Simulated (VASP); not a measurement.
# KTaO3 (P4/mmm) in VASP: a series of runs

KTaO3 is run at these levels: HSE06; tasks: single point.

All numbers are computed with VASP 6.6.1; they aren't measurements. Logs are shortened: lines on timing, memory, paths and dates and some standing lists are left out, and cuts for length are marked.

## Step 1: The cell of the first run

The structure is tetragonal, space group P4/mmm (No. 123). The conventional cell has a = 4.030 Å, b = 4.030 Å, c = 3.976 Å, α = 90.00°, β = 90.00°, γ = 90.00°. K (site symmetry 4/mmm) has 12 O at 2.83 to 2.85 Å and 8 Ta at 3.47 Å within 3.7 Å. Within 2.6 Å of Ta (site symmetry 4/mmm) lie 6 O at 1.99 to 2.02 Å. Within 2.6 Å of O (site symmetry 4/mmm) lie 2 Ta at 1.99 Å. O (site symmetry mmm) has 2 Ta at 2.02 Å within 2.7 Å.

## Step 2: Single point, HSE06 (epitaxial xy strain +1.0%)

The input, POSCAR:

```
KTaO3
1.0
    4.0300324140      0.0000000000      0.0000000000
    0.0000000000      4.0300324140      0.0000000000
    0.0000000000      0.0000000000      3.9763084915
K Ta O
1 1 3
Direct
    0.0000000000      0.0000000000      0.0000000000
    0.5000000000      0.5000000000      0.5000000000
    0.5000000000      0.5000000000      0.0000000000
    0.5000000000      0.0000000000      0.5000000000
    0.0000000000      0.5000000000      0.5000000000
```

The input, INCAR.step1:

```
PREC = Accurate ; ENCUT = 520
EDIFF = 1E-5 ; ISMEAR = 0
SIGMA = 0.01 ; LREAL = F
LASPH = T ; NELM = 120
ALGO = Normal ; ISIF = 2
LWAVE = T ; LCHARG = F
NBANDS = 28 ; GGA = PE
GGA_COMPAT = F
```

The input, INCAR.step2:

```
PREC = Accurate ; ENCUT = 520
EDIFF = 1E-6 ; ISMEAR = 0
SIGMA = 0.01 ; LREAL = F
LASPH = T ; NELM = 120
ALGO = Normal ; ISIF = 2
LWAVE = F ; LCHARG = F
GGA = PE ; LHFCALC = T
HFSCREEN = 0.2079 ; PRECFOCK = Normal
NBANDS = 28 ; ISTART = 1
GGA_COMPAT = F
```

The input, KPOINTS:

```
regular mesh
0
Gamma
  4 4 4
```

Potentials or basis: VASP PAW PBE potentials, release 64 (K_sv, Ta_sv_GW, O).

The run is started by

```
$ cat potpaw_PBE.64/K_sv/POTCAR potpaw_PBE.64/Ta_sv_GW/POTCAR potpaw_PBE.64/O/POTCAR > POTCAR
$ cp INCAR.step1 INCAR
$ mpirun -np 1 vasp_std > vasp.out
$ cp INCAR.step2 INCAR
$ mpirun -np 1 vasp_std > vasp.out
```

OUTCAR:

```text
PREC = Accurate
   ENCUT = 520
   EDIFF = 1E-6
   ISMEAR = 0
   LREAL = F
   LASPH = T
   NELM = 120
   ISIF = 2
   GGA = PE
   LHFCALC = T
   HFSCREEN = 0.2079
   PRECFOCK = Normal
   ISTART = 1

 ion  position               nearest neighbor table
   1  0.000  0.000  0.000-   4 2.83   5 2.83   4 2.83   5 2.83   5 2.83   5 2.83   4 2.83   4 2.83
                             3 2.85   3 2.85   3 2.85   3 2.85   2 3.47   2 3.47   2 3.47   2 3.47
   2  0.500  0.500  0.500-   3 1.99   3 1.99   5 2.02   4 2.02   4 2.02   5 2.02   1 3.47   1 3.47
                             1 3.47   1 3.47   1 3.47   1 3.47   1 3.47   1 3.47
   3  0.500  0.500  0.000-   2 1.99   2 1.99   1 2.85   1 2.85   1 2.85   1 2.85
   4  0.500  0.000  0.500-   2 2.02   2 2.02   1 2.83   1 2.83   1 2.83   1 2.83
   5  0.000  0.500  0.500-   2 2.02   2 2.02   1 2.83   1 2.83   1 2.83   1 2.83

  LATTYP: Found a simple tetragonal cell.
 ALAT       =     4.0300324140
 C/A-ratio  =     0.9866691091

  Lattice vectors:

 A1 = (   4.0300324140,   0.0000000000,   0.0000000000)
 A2 = (   0.0000000000,   4.0300324140,   0.0000000000)
 A3 = (   0.0000000000,   0.0000000000,   3.9763084915)

Analysis of symmetry for initial positions (statically):
=====================================================================
 Subroutine PRICEL returns:
 Original cell was already a primitive cell.

 Routine SETGRP: Setting up the symmetry group for a
 simple tetragonal supercell.

 Subroutine GETGRP returns: Found 16 space group operations
 (whereof 16 operations were pure point group operations)
 out of a pool of 16 trial point group operations.

The static configuration has the point symmetry D_4h.

Analysis of symmetry for dynamics (positions and initial velocities):
=====================================================================
 Subroutine PRICEL returns:
 Original cell was already a primitive cell.

 Routine SETGRP: Setting up the symmetry group for a
 simple tetragonal supercell.

 Subroutine GETGRP returns: Found 16 space group operations
 (whereof 16 operations were pure point group operations)
 out of a pool of 16 trial point group operations.

The dynamic configuration has the point symmetry D_4h.

 Subroutine INISYM returns: Found 16 space group operations
 (whereof 16 operations are pure point group operations),
 and found     1 'primitive' translations

----------------------------------------------------------------------------------------

                                     Primitive cell

  volume of cell :      64.5799

  direct lattice vectors                    reciprocal lattice vectors
     4.030032414  0.000000000  0.000000000     0.248136962  0.000000000  0.000000000
     0.000000000  4.030032414  0.000000000     0.000000000  0.248136962  0.000000000
     0.000000000  0.000000000  3.976308492     0.000000000  0.000000000  0.251489542

  length of vectors
     4.030032414  4.030032414  3.976308492     0.248136962  0.248136962  0.251489542

  position of ions in fractional coordinates (direct lattice)
     0.000000000  0.000000000  0.000000000
     0.500000000  0.500000000  0.500000000
     0.500000000  0.500000000  0.000000000
     0.500000000  0.000000000  0.500000000
     0.000000000  0.500000000  0.500000000

  ion indices of the primitive-cell ions
   primitive index   ion index
                 1           1
                 2           2
                 3           3
                 4           4
                 5           5

----------------------------------------------------------------------------------------

 KPOINTS: regular mesh

Automatic generation of k-mesh.
 Grid dimensions read from file:
 generate k-points for:    4    4    4

 Generating k-lattice:

  Cartesian coordinates                     Fractional coordinates (reciprocal lattice)
     0.062034241  0.000000000  0.000000000     0.250000000  0.000000000  0.000000000
     0.000000000  0.062034241  0.000000000     0.000000000  0.250000000  0.000000000
     0.000000000  0.000000000  0.062872385     0.000000000  0.000000000  0.250000000

  Length of vectors
     0.062034241  0.062034241  0.062872385

  Shift w.r.t. Gamma in fractional coordinates (k-lattice)
     0.000000000  0.000000000  0.000000000

 Subroutine IBZKPT returns following result:
 ===========================================

 Found     18 irreducible k-points:

 Following reciprocal coordinates:
            Coordinates               Weight
  0.000000  0.000000  0.000000      1.000000
  0.250000  0.000000  0.000000      4.000000
  0.500000  0.000000  0.000000      2.000000
  0.250000  0.250000  0.000000      4.000000
  0.500000  0.250000  0.000000      4.000000
  0.500000  0.500000  0.000000      1.000000
[... 10 lines left out ...]
  0.500000  0.250000  0.500000      4.000000
  0.500000  0.500000  0.500000      1.000000
   k-points           NKPTS =     18   k-points in BZ     NKDIM =     64   number of bands    NBANDS=     28
   number of dos      NEDOS =    301   number of ions     NIONS =      5
   total plane-waves  NPLWV =  27000
   dimension x,y,z NGX =    30 NGY =   30 NGZ =   30
   dimension x,y,z NGXF=    60 NGYF=   60 NGZF=   60
   ions per type =               1   1   3
   NGX,Y,Z   is equivalent  to a cutoff of  12.38, 12.38, 12.54 a.u.
   NGXF,Y,Z  is equivalent  to a cutoff of  24.75, 24.75, 25.09 a.u.
 SYSTEM =  unknown system
   PREC   = accura    normal or accurate (medium, high low for compatibility)
   ISTART =      1    job   : 0-new  1-cont  2-samecut
   ICHARG =      0    charge: 1-file 2-atom 10-const
   ISPIN  =      1    spin polarized calculation?
   LNONCOLLINEAR =      F non collinear calculations
   LSORBIT =      F    spin-orbit coupling
   LASPH  =      T    aspherical Exc in radial PAW
   ENCUT  =  520.0 eV  38.22 Ry    6.18 a.u.   7.49  7.49  7.39*2*pi/ulx,y,z
   NELM   =    120;   NELMIN=  2; NELMDL=  0     # of ELM steps
   EDIFF  = 0.1E-05   stopping-criterion for ELM
   LREAL  =      F    real-space projection
   EDIFFG = 0.1E-04   stopping-criterion for IOM
   NSW    =      0    number of steps for IOM
   IBRION =     -1    ionic relax: 0-MD 1-quasi-New 2-CG
   NFREE  =      0    steps in history (QN), initial steepest desc. (CG)
   ISIF   =      2    stress and relaxation
   ISYM   =      3    0-nonsym 1-usesym 2-fastsym
   POTIM  = 0.5000    time-step for ionic-motion
   TEBEG  =    0.0;   TEEND  =   0.0 temperature during run
   PSTRESS=    0.0 pullay stress
   NELECT =      40.0000    total number of electrons
   NUPDOWN=      -1.0000    fix difference up-down
   EMIN   =  10.00;   EMAX   =-10.00  energy-range for DOS
   EFERMI =   0.00;   METHOD = LEGACY
   ISMEAR =     0;   SIGMA  =   0.01  broadening in eV -4-tet -1-fermi 0-gaus
   EFERMI_NEDOS =   21; number of points for ismear=-14 and -15
   IALGO  =     38    algorithm
   IMIX   =      1    mixing-type and parameters
     AMIX     =   0.40;   BMIX     =  1.00
     AMIX_MAG =   1.60;   BMIX_MAG =  1.00
  volume/ion in A,a.u.               =      12.92        87.16
  Fermi-wavevector in a.u.,A,eV,Ry     =   1.395498  2.637108 26.496172  1.947414
  Thomas-Fermi vector in A             =   2.518944
   LORBIT       =      0    0 simple, 1 ext, 2 COOP (PROOUT), +10 PAW based schemes
   GGA     = PE    functional components
   LHFCALC =     T    Hartree Fock is set to
   PRECFOCK=normal    Normal, Fast or Accurate (Low or Medium for compatibility)
   ENCUT4O =  -1.0   cutoff for four orbital integrals eV
   NKREDX  =     1    reduce k-point grid by
   NKREDY  =     1    reduce k-point grid by
   NKREDZ  =     1    reduce k-point grid by
   AEXX    =    0.2500 exact exchange contribution
   HFSCREEN=    0.2079 screening length (either q_TF or 0.3 A-1)
   HFSCREENC=   0.2079 screening length for correlation (either q_TF or 0.3 A-1)
   ENCUTFOCK=  -1.0 apply spherical cutoff to Coloumb kernel
   IVDW    =     0    specifies the selected vdW correction
   LEPSILON=     F    determine dielectric tensor
   LRPA    =     F    only Hartree local field effects (RPA)
 non-spin polarized calculation
 Gauss-broadening in eV      SIGMA  =   0.01
  energy-cutoff  :      520.00
  volume of cell :       64.58
 maximum number of plane-waves:      1763
 NGX is ok and might be reduce to    30
  NGX = 24; NGY = 24; NGZ = 24

 number of electron      39.9999983 magnetization

 Free energy of the ion-electron system (eV)
  ---------------------------------------------------
  ext. energy  EPLUGINS =         0.00000000
  ---------------------------------------------------
  free energy    TOTEN  =       -51.71828734 eV

  energy without entropy =      -51.71828734  energy(sigma->0) =      -51.71828734

 E-fermi :   2.0998     XC(G=0):  -8.9447

 val. band max:        1.9861842486   @ k =   0.5000   0.5000   0.5000
 cond. band min:       5.4327738204   @ k =   0.0000   0.0000   0.0000
 fundamental gap:      3.4465895718
 Fermi energy:         2.0998437917

 k-point     1 :       0.0000    0.0000    0.0000
  band No.  band energies     occupation
      1     -69.2128      2.00000
      2     -34.1365      2.00000
      3     -34.1079      2.00000
      4     -34.1079      2.00000
      5     -27.2806      2.00000
      6     -17.1752      2.00000
[... 20 lines left out ...]
     27      11.7501      0.00000
     28      11.8224      0.00000

 k-point     2 :       0.2500    0.0000    0.0000
  band No.  band energies     occupation
      1     -69.2124      2.00000
      2     -34.1539      2.00000
      3     -34.1334      2.00000
      4     -34.1049      2.00000
      5     -27.2675      2.00000
      6     -17.0953      2.00000
[... 20 lines left out ...]
     27      12.4931      0.00000
     28      12.7492      0.00000

 k-point     3 :       0.5000    0.0000    0.0000
  band No.  band energies     occupation
      1     -69.2119      2.00000
      2     -34.1993      2.00000
      3     -34.1303      2.00000
      4     -34.1019      2.00000
      5     -27.2544      2.00000
      6     -17.0892      2.00000
[... 20 lines left out ...]
     27      13.3092      0.00000
     28      14.4118      0.00000

 k-point     4 :       0.2500    0.2500    0.0000
  band No.  band energies     occupation
      1     -69.2120      2.00000
      2     -34.1509      2.00000
      3     -34.1504      2.00000
      4     -34.1303      2.00000
      5     -27.2577      2.00000
      6     -16.9612      2.00000
[... 20 lines left out ...]
     27      13.0822      0.00000
     28      13.4983      0.00000

 k-point     5 :       0.5000    0.2500    0.0000
  band No.  band energies     occupation
      1     -69.2116      2.00000
      2     -34.1958      2.00000
      3     -34.1475      2.00000
      4     -34.1272      2.00000
      5     -27.2479      2.00000
      6     -16.9122      2.00000
[... 20 lines left out ...]
     27      13.9447      0.00000
     28      14.6299      0.00000

 k-point     6 :       0.5000    0.5000    0.0000
  band No.  band energies     occupation
      1     -69.2111      2.00000
      2     -34.1925      2.00000
      3     -34.1925      2.00000
      4     -34.1240      2.00000
      5     -27.2413      2.00000
      6     -16.8211      2.00000
[... 277 lines left out ...]
      5     -27.2392      2.00000
      6     -16.5902      2.00000
[... 20 lines left out ...]
     27      15.5901      0.00000
     28      15.6484      0.00000

 k-point    16 :       0.2500    0.2500    0.5000
  band No.  band energies     occupation
      1     -69.2112      2.00000
      2     -34.2398      2.00000
      3     -34.1434      2.00000
      4     -34.1433      2.00000
      5     -27.2388      2.00000
      6     -16.2533      2.00000
[... 20 lines left out ...]
     27      14.1765      0.00000
     28      14.5519      0.00000

 k-point    17 :       0.5000    0.2500    0.5000
  band No.  band energies     occupation
      1     -69.2108      2.00000
      2     -34.2366      2.00000
      3     -34.1884      2.00000
      4     -34.1404      2.00000
      5     -27.2320      2.00000
      6     -16.0469      2.00000
[... 20 lines left out ...]
     27      14.2543      0.00000
     28      14.8530      0.00000

 k-point    18 :       0.5000    0.5000    0.5000
  band No.  band energies     occupation
      1     -69.2104      2.00000
      2     -34.2336      2.00000
      3     -34.1853      2.00000
      4     -34.1853      2.00000
      5     -27.2248      2.00000
      6     -15.5056      2.00000
[... 20 lines left out ...]
     27      14.3840      0.00000
     28      16.2342      0.00000

------------------------ aborting loop because EDIFF is reached ----------------------------------------

  FORCE on cell =-STRESS in cart. coord.  units (eV):
  Direction    XX          YY          ZZ          XY          YZ          ZX
  --------------------------------------------------------------------------------------
  -------------------------------------------------------------------------------------
  Total       -2.4665702     -2.4665702     -0.5355375      0.0000000     -0.0000000      0.0000000
  in kB      -61.1937282    -61.1937282    -13.2862767      0.0000000     -0.0000000      0.0000000
  external PRESSURE =     -45.2245777 kB  Pullay stress =       0.0000000 kB

 VOLUME and BASIS-vectors are now :
 -----------------------------------------------------------------------------
  energy-cutoff  :      520.00
  volume of cell :       64.58
      direct lattice vectors                 reciprocal lattice vectors
     4.030032414  0.000000000  0.000000000     0.248136962  0.000000000  0.000000000
     0.000000000  4.030032414  0.000000000     0.000000000  0.248136962  0.000000000
     0.000000000  0.000000000  3.976308492     0.000000000  0.000000000  0.251489542

 POSITION                                       TOTAL-FORCE (eV/Angst)
 -----------------------------------------------------------------------------------
      0.00000      0.00000      0.00000         0.000000      0.000000      0.000000
      2.01502      2.01502      1.98815         0.000000      0.000000      0.000000
      2.01502      2.01502      0.00000         0.000000      0.000000      0.000000
      2.01502      0.00000      1.98815         0.000000      0.000000      0.000000
      0.00000      2.01502      1.98815         0.000000      0.000000      0.000000
 -----------------------------------------------------------------------------------
    total drift:                                0.000008     -0.000007     -0.000002

  FREE ENERGIE OF THE ION-ELECTRON SYSTEM (eV)
  ---------------------------------------------------
  free  energy   TOTEN  =       -51.7182873422 eV

  energy  without entropy=      -51.7182873422  energy(sigma->0) =      -51.71828734
```

Run time: 48 min. Hardware: 1 thread of Intel Xeon 6975P-C (Granite Rapids), shared host; peak memory 0.33 GiB.

Results:

| Quantity | Value |
| --- | --- |
| Free energy | -51.7183 eV |
| Pressure | -4.5 GPa |
| Band gap on the k mesh | 3.45 eV (least direct gap 4.13 eV) |

Levels at points of the mesh, in eV from the valence-band top:
```csv
k point,band 16,band 17,band 18,band 19,band 20,band 21,band 22,band 23,band 24,band 25
"(0.00, 0.00, 0.00)",-1.15,-1.07,-0.68,-0.68,-0.68,3.45,3.46,3.46,7.91,7.98
"(0.50, 0.00, 0.00)",-2.51,-2.29,-1.58,-0.95,-0.92,3.61,6.36,6.37,8.08,9.94
"(0.50, 0.50, 0.00)",-2.85,-1.89,-1.64,-1.64,-0.04,6.40,6.40,7.80,9.23,11.88
"(0.00, 0.00, 0.50)",-2.51,-2.22,-1.55,-0.89,-0.89,3.62,6.55,6.55,7.94,9.80
"(0.50, 0.00, 0.50)",-2.87,-1.85,-1.50,-1.48,-0.07,6.42,6.59,7.93,8.89,11.99
"(0.50, 0.50, 0.50)",-4.21,-4.04,-0.03,-0.03,0.00,7.94,8.07,8.07,10.59,10.68
```

Caveat: the cell differs from its parent crystal (epitaxial xy strain +1.0%); the cell stands under tension; the PAW data sets were made with another functional, which shifts forces and pressure a little; spin-orbit coupling is left out, which moves the levels of the heavy elements. A k mesh can miss the band edges.

## Step 3: Single point, HSE06 (epitaxial xy strain -2.0%)

Changes to POSCAR since step 2:

```diff
@@ -2,5 +2,5 @@
 1.0
-    4.0300324140      0.0000000000      0.0000000000
-    0.0000000000      4.0300324140      0.0000000000
-    0.0000000000      0.0000000000      3.9763084915
+    3.9103284809      0.0000000000      0.0000000000
+    0.0000000000      3.9103284809      0.0000000000
+    0.0000000000      0.0000000000      4.0204236421
 K Ta O
```

The input, INCAR.step1:

```
SYSTEM = KTaO3
PREC = Accurate
ENCUT = 520
EDIFF = 1E-5
ISMEAR = 0
SIGMA = 0.01
LREAL = .FALSE.
LASPH = .TRUE.
NELM = 60
ALGO = Normal
ISIF = 2
LWAVE = .TRUE.
GGA = PE
NBANDS = 27
```

The input, INCAR.step2:

```
SYSTEM = KTaO3
PREC = Accurate
ENCUT = 520
EDIFF = 1E-7
ISMEAR = 0
SIGMA = 0.01
LREAL = .FALSE.
LASPH = .TRUE.
NELM = 60
ALGO = Normal
ISIF = 2
LWAVE = .FALSE.
LCHARG = .TRUE.
GGA = PE
LHFCALC = .TRUE.
HFSCREEN = 0.2079
PRECFOCK = Fast
LELF = .TRUE.
LVHAR = .TRUE.
ISTART = 1
NBANDS = 27
```

The input, KPOINTS:

```
Automatic mesh
0
G
  4 4 4
  0 0 0
```

Potentials or basis: VASP PAW PBE potentials, release 64 (K_sv, Ta_pv, O).

The run is started by

```
$ cat potpaw_PBE.64/K_sv/POTCAR potpaw_PBE.64/Ta_pv/POTCAR potpaw_PBE.64/O/POTCAR > POTCAR
$ cp INCAR.step1 INCAR
$ mpirun -np 1 vasp_std > vasp.out
$ cp INCAR.step2 INCAR
$ mpirun -np 1 vasp_std > vasp.out
```

Wall time 41 min (1 thread of Oxide Virtual Turin-like, shared host); peak memory 0.27 GiB.

It converged, with:

```yaml
Free_energy: -49.2758 eV
Pressure: 7.5 GPa
Band_gap_on_the_k_mesh: 3.53 eV (least direct gap 4.18 eV)
```

Stress tensor (GPa, compression positive):
```
11.43  0.00  0.00
 0.00 11.43  0.00
 0.00  0.00 -0.22
```

Levels at points of the mesh, in eV from the valence-band top:
```csv
k point,band 16,band 17,band 18,band 19,band 20,band 21,band 22,band 23
"(0.00, 0.00, 0.00)",-1.16,-0.66,-0.65,-0.65,3.53,3.53,3.57,8.15
"(0.50, 0.00, 0.00)",-2.36,-1.67,-0.92,-0.87,3.73,6.89,6.91,8.45
"(0.50, 0.50, 0.00)",-1.75,-1.40,-1.40,-0.09,6.96,6.96,8.50,9.19
"(0.00, 0.00, 0.50)",-2.47,-1.75,-0.97,-0.97,3.72,6.50,6.50,8.88
"(0.50, 0.00, 0.50)",-1.80,-1.73,-1.69,-0.05,6.55,6.93,8.23,9.93
"(0.50, 0.50, 0.50)",-4.23,-0.06,0.00,0.00,8.41,8.41,8.66,10.75
```

Caveat: the cell differs from its parent crystal (epitaxial xy strain -2.0%); the stress differs along the axes, from -0 to 11 GPa; the PAW data sets were made with another functional, which shifts forces and pressure a little; spin-orbit coupling is left out, which moves the levels of the heavy elements.
